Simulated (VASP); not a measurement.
# LiF (P6_3mc) in VASP: notebook

The runs below take LiF through single point, with PBE.

Everything below comes from runs of VASP 6.6.1. Logs are shortened: lines on timing, memory, paths and dates and some standing lists are left out, and cuts for length are marked.

## (1) The cell of the first run

It takes space group P6_3mc (No. 186, hexagonal). Conventional cell: a = 3.143 Å, b = 3.143 Å, c = 4.850 Å, α = 90.00°, β = 90.00°, γ = 120.00°. Within 2.5 Å of Li (site symmetry 3m) lie 4 F at 1.88 to 1.93 Å. Within 2.5 Å of F (site symmetry 3m) lie 4 Li at 1.88 to 1.93 Å.

## (2) Single point, PBE (c/a of the conventional cell at fixed volume 1.5431)

Contents of INCAR:

```
SYSTEM = LiF
ALGO = Normal
EDIFF = 1E-7
ENCUT = 520
GGA = PE
ISIF = 2
ISMEAR = 0
LASPH = .TRUE.
LCHARG = .TRUE.
LELF = .TRUE.
LREAL = .FALSE.
LVHAR = .TRUE.
LWAVE = .FALSE.
NBANDS = 18
NELM = 80
PREC = Accurate
SIGMA = 0.05
```

Contents of KPOINTS:

```
k-points
0
G
  9 9 6
  0 0 0
```

Contents of POSCAR:

```
LiF
1.0
    3.1427330808      0.0000000000      0.0000000000
   -1.5713665404      2.7216866853      0.0000000000
    0.0000000000      0.0000000000      4.8495514170
Li F
2 2
Direct
    0.3333333333      0.6666666667      0.3912714954
    0.6666666667      0.3333333333      0.8912714954
    0.3333333333      0.6666666667      0.9939266766
    0.6666666667      0.3333333333      0.4939266766
```

Potentials or basis: VASP PAW PBE potentials, release 64 (Li_sv, F).

Command:

```console
> cat potpaw_PBE.64/Li_sv/POTCAR potpaw_PBE.64/F/POTCAR > POTCAR
> mpirun -np 1 vasp_std > vasp.out
```

OUTCAR:

```text
SYSTEM = LiF
   EDIFF = 1E-7
   ENCUT = 520
   GGA = PE
   ISIF = 2
   ISMEAR = 0
   LASPH = .TRUE.
   LREAL = .FALSE.
   NELM = 80
   PREC = Accurate

 ion  position               nearest neighbor table
   1  0.333  0.667  0.391-   4 1.88   4 1.88   4 1.88   3 1.93
   2  0.667  0.333  0.891-   3 1.88   3 1.88   3 1.88   4 1.93
   3  0.333  0.667  0.994-   2 1.88   2 1.88   2 1.88   1 1.93
   4  0.667  0.333  0.494-   1 1.88   1 1.88   1 1.88   2 1.93

  LATTYP: Found a hexagonal cell.
 ALAT       =     3.1427330808
 C/A-ratio  =     1.5431000000

  Lattice vectors:

 A1 = (   3.1427330808,   0.0000000000,   0.0000000000)
 A2 = (  -1.5713665404,   2.7216866853,   0.0000000000)
 A3 = (   0.0000000000,   0.0000000000,   4.8495514170)

Analysis of symmetry for initial positions (statically):
=====================================================================
 Subroutine PRICEL returns:
 Original cell was already a primitive cell.

 Routine SETGRP: Setting up the symmetry group for a
 hexagonal supercell.

 Subroutine GETGRP returns: Found 12 space group operations
 (whereof  6 operations were pure point group operations)
 out of a pool of 24 trial point group operations.

The static configuration has the point symmetry C_3v.
 The point group associated with its full space group is C_6v.

Analysis of symmetry for dynamics (positions and initial velocities):
=====================================================================
 Subroutine PRICEL returns:
 Original cell was already a primitive cell.

 Routine SETGRP: Setting up the symmetry group for a
 hexagonal supercell.

 Subroutine GETGRP returns: Found 12 space group operations
 (whereof  6 operations were pure point group operations)
 out of a pool of 24 trial point group operations.

The dynamic configuration has the point symmetry C_3v.
 The point group associated with its full space group is C_6v.

 Subroutine INISYM returns: Found 12 space group operations
 (whereof  6 operations are pure point group operations),
 and found     1 'primitive' translations

----------------------------------------------------------------------------------------

                                     Primitive cell

  volume of cell :      41.4808

  direct lattice vectors                    reciprocal lattice vectors
     3.142733081  0.000000000  0.000000000     0.318194379  0.183709610  0.000000000
    -1.571366540  2.721686685  0.000000000     0.000000000  0.367419220  0.000000000
     0.000000000  0.000000000  4.849551417     0.000000000  0.000000000  0.206204639

  length of vectors
     3.142733081  3.142733081  4.849551417     0.367419220  0.367419220  0.206204639

  position of ions in fractional coordinates (direct lattice)
     0.333333333  0.666666667  0.391271495
     0.666666667  0.333333333  0.891271495
     0.333333333  0.666666667  0.993926677
     0.666666667  0.333333333  0.493926677

  ion indices of the primitive-cell ions
   primitive index   ion index
                 1           1
                 2           2
                 3           3
                 4           4

----------------------------------------------------------------------------------------

 KPOINTS: k-points

Automatic generation of k-mesh.
 Grid dimensions read from file:
 generate k-points for:    9    9    6

 Generating k-lattice:

  Cartesian coordinates                     Fractional coordinates (reciprocal lattice)
     0.035354931  0.020412179  0.000000000     0.111111111  0.000000000  0.000000000
     0.000000000  0.040824358  0.000000000     0.000000000  0.111111111  0.000000000
     0.000000000  0.000000000  0.034367440     0.000000000  0.000000000  0.166666667

  Length of vectors
     0.040824358  0.040824358  0.034367440

  Shift w.r.t. Gamma in fractional coordinates (k-lattice)
     0.000000000  0.000000000  0.000000000

 Subroutine IBZKPT returns following result:
 ===========================================

 Found     48 irreducible k-points:

 Following reciprocal coordinates:
            Coordinates               Weight
  0.000000  0.000000  0.000000      1.000000
  0.111111  0.000000  0.000000      6.000000
  0.222222  0.000000  0.000000      6.000000
  0.333333  0.000000  0.000000      6.000000
  0.444444  0.000000  0.000000      6.000000
  0.111111  0.111111  0.000000      6.000000
[... 16 lines left out ...]
  0.333333  0.222222  0.166667     24.000000
  0.333333  0.333333  0.166667      4.000000
 [... further k-points ...]
   k-points           NKPTS =     48   k-points in BZ     NKDIM =     48   number of bands    NBANDS=     18
   number of dos      NEDOS =    301   number of ions     NIONS =      4
   total plane-waves  NPLWV =  20736
   dimension x,y,z NGX =    24 NGY =   24 NGZ =   36
   dimension x,y,z NGXF=    48 NGYF=   48 NGZF=   72
   ions per type =               2   2
   NGX,Y,Z   is equivalent  to a cutoff of  12.70, 12.70, 12.34 a.u.
   NGXF,Y,Z  is equivalent  to a cutoff of  25.39, 25.39, 24.68 a.u.
 SYSTEM =  LiF
   PREC   = accura    normal or accurate (medium, high low for compatibility)
   ISTART =      0    job   : 0-new  1-cont  2-samecut
   ICHARG =      2    charge: 1-file 2-atom 10-const
   ISPIN  =      1    spin polarized calculation?
   LNONCOLLINEAR =      F non collinear calculations
   LSORBIT =      F    spin-orbit coupling
   LASPH  =      T    aspherical Exc in radial PAW
   ENCUT  =  520.0 eV  38.22 Ry    6.18 a.u.   5.84  5.84  9.02*2*pi/ulx,y,z
   NELM   =     80;   NELMIN=  2; NELMDL= -5     # of ELM steps
   EDIFF  = 0.1E-06   stopping-criterion for ELM
   LREAL  =      F    real-space projection
   EDIFFG = 0.1E-05   stopping-criterion for IOM
   NSW    =      0    number of steps for IOM
   IBRION =     -1    ionic relax: 0-MD 1-quasi-New 2-CG
   NFREE  =      0    steps in history (QN), initial steepest desc. (CG)
   ISIF   =      2    stress and relaxation
   ISYM   =      2    0-nonsym 1-usesym 2-fastsym
   POTIM  = 0.5000    time-step for ionic-motion
   TEBEG  =    0.0;   TEEND  =   0.0 temperature during run
   PSTRESS=    0.0 pullay stress
   NELECT =      20.0000    total number of electrons
   NUPDOWN=      -1.0000    fix difference up-down
   EMIN   =  10.00;   EMAX   =-10.00  energy-range for DOS
   EFERMI =   0.00;   METHOD = LEGACY
   ISMEAR =     0;   SIGMA  =   0.05  broadening in eV -4-tet -1-fermi 0-gaus
   EFERMI_NEDOS =   21; number of points for ismear=-14 and -15
   IALGO  =     38    algorithm
   IMIX   =      4    mixing-type and parameters
     AMIX     =   0.40;   BMIX     =  1.00
     AMIX_MAG =   1.60;   BMIX_MAG =  1.00
  volume/ion in A,a.u.               =      10.37        69.98
  Fermi-wavevector in a.u.,A,eV,Ry     =   1.283716  2.425872 22.421420  1.647928
  Thomas-Fermi vector in A             =   2.415953
   LORBIT       =      0    0 simple, 1 ext, 2 COOP (PROOUT), +10 PAW based schemes
   GGA     = PE    functional components
   LHFCALC =     F    Hartree Fock is set to
   AEXX    =    0.0000 exact exchange contribution
   IVDW    =     0    specifies the selected vdW correction
   LEPSILON=     F    determine dielectric tensor
   LRPA    =     F    only Hartree local field effects (RPA)
 non-spin polarized calculation
 Gauss-broadening in eV      SIGMA  =   0.05
  energy-cutoff  :      520.00
  volume of cell :       41.48
 maximum number of plane-waves:      1126
 NGX is ok and might be reduce to    24
   NGX = 11   NGY = 11   NGZ = 19

 number of electron      19.9999999 magnetization

 Free energy of the ion-electron system (eV)
  ---------------------------------------------------
  ext. energy  EPLUGINS =         0.00000000
  ---------------------------------------------------
  free energy    TOTEN  =       -19.29725152 eV

  energy without entropy =      -19.29725152  energy(sigma->0) =      -19.29725152

 E-fermi :  -2.2989     XC(G=0):  -8.6439

 val. band max:       -2.5994490377   @ k =   0.0000   0.0000   0.0000
 cond. band min:       4.9212930199   @ k =   0.0000   0.0000   0.0000
 fundamental gap:      7.5207420576
 Fermi energy:        -2.2989475907

 k-point     1 :       0.0000    0.0000    0.0000
  band No.  band energies     occupation
      1     -43.2304      2.00000
      2     -43.1965      2.00000
      3     -22.0306      2.00000
      4     -21.7857      2.00000
      5      -4.7208      2.00000
      6      -3.1445      2.00000
[... 10 lines left out ...]
     17      16.4357      0.00000
     18      17.5482      0.00000

 k-point     2 :       0.1111    0.0000    0.0000
  band No.  band energies     occupation
      1     -43.2274      2.00000
      2     -43.1953      2.00000
      3     -22.0163      2.00000
      4     -21.7843      2.00000
      5      -4.6552      2.00000
      6      -3.2638      2.00000
[... 10 lines left out ...]
     17      16.6420      0.00000
     18      17.4168      0.00000

 k-point     3 :       0.2222    0.0000    0.0000
  band No.  band energies     occupation
      1     -43.2195      2.00000
      2     -43.1925      2.00000
      3     -21.9776      2.00000
      4     -21.7826      2.00000
      5      -4.4851      2.00000
      6      -3.6013      2.00000
[... 10 lines left out ...]
     17      16.8217      0.00000
     18      16.8385      0.00000

 k-point     4 :       0.3333    0.0000    0.0000
  band No.  band energies     occupation
      1     -43.2098      2.00000
      2     -43.1903      2.00000
      3     -21.9266      2.00000
      4     -21.7872      2.00000
      5      -4.3717      2.00000
      6      -3.8747      2.00000
[... 375 lines left out ...]
      4     -21.7998      2.00000
      5      -4.2646      2.00000
      6      -4.1478      2.00000
[... 10 lines left out ...]
     17      16.4570      0.00000
     18      17.8059      0.00000

 k-point    23 :       0.3333    0.2222    0.1667
  band No.  band energies     occupation
      1     -43.1977      2.00000
      2     -43.1911      2.00000
      3     -21.8573      2.00000
      4     -21.8116      2.00000
      5      -4.4894      2.00000
      6      -3.9614      2.00000
[... 10 lines left out ...]
     17      15.9374      0.00000
     18      17.7745      0.00000

 k-point    24 :       0.3333    0.3333    0.1667
  band No.  band energies     occupation
      1     -43.1933      2.00000
      2     -43.1933      2.00000
      3     -21.8301      2.00000
      4     -21.8301      2.00000
      5      -4.5452      2.00000
      6      -3.7891      2.00000
[... 10 lines left out ...]
     17      15.5242      0.00000
     18      17.9326      0.00000

 [... further k-points ...]

------------------------ aborting loop because EDIFF is reached ----------------------------------------

  FORCE on cell =-STRESS in cart. coord.  units (eV):
  Direction    XX          YY          ZZ          XY          YZ          ZX
  --------------------------------------------------------------------------------------
  -------------------------------------------------------------------------------------
  Total       -0.0346331     -0.0346331     -0.1737379      0.0000000      0.0000000      0.0000000
  in kB       -1.3376863     -1.3376863     -6.7105478      0.0000000      0.0000000      0.0000000
  external PRESSURE =      -3.1286402 kB  Pullay stress =       0.0000000 kB

 VOLUME and BASIS-vectors are now :
 -----------------------------------------------------------------------------
  energy-cutoff  :      520.00
  volume of cell :       41.48
      direct lattice vectors                 reciprocal lattice vectors
     3.142733081  0.000000000  0.000000000     0.318194379  0.183709610  0.000000000
    -1.571366540  2.721686685  0.000000000     0.000000000  0.367419220  0.000000000
     0.000000000  0.000000000  4.849551417     0.000000000  0.000000000  0.206204639

 POSITION                                       TOTAL-FORCE (eV/Angst)
 -----------------------------------------------------------------------------------
     -0.00000      1.81446      1.89749         0.000000      0.000000     -0.074676
      1.57137      0.90723      4.32227        -0.000000     -0.000000     -0.074676
     -0.00000      1.81446      4.82010         0.000000     -0.000000      0.074676
      1.57137      0.90723      2.39532         0.000000     -0.000000      0.074676
 -----------------------------------------------------------------------------------
    total drift:                                0.000001      0.000002      0.001014

  FREE ENERGIE OF THE ION-ELECTRON SYSTEM (eV)
  ---------------------------------------------------
  free  energy   TOTEN  =       -19.2972515162 eV

  energy  without entropy=      -19.2972515162  energy(sigma->0) =      -19.29725152
```

It took 21 s on 1 thread of AMD EPYC 9R45 (Zen 5), shared host; peak memory 0.13 GiB.

What came out:

```
Free energy            : -19.2973 eV
Largest force          : 0.075 eV/Å
Band gap on the k mesh : 7.52 eV, direct
```

Forces on the atoms (eV/Å):
```
Li   0.000  0.000 -0.075
Li   0.000  0.000 -0.075
F    0.000  0.000  0.075
F    0.000  0.000  0.075
```

Caveat: the cutoff is under 1.25 times the usual one of these potentials, so pressure, stress and relaxed cells hold a basis-set (Pulay) error. A k mesh can miss the band edges.

(Part 1 of 2 ends here.)
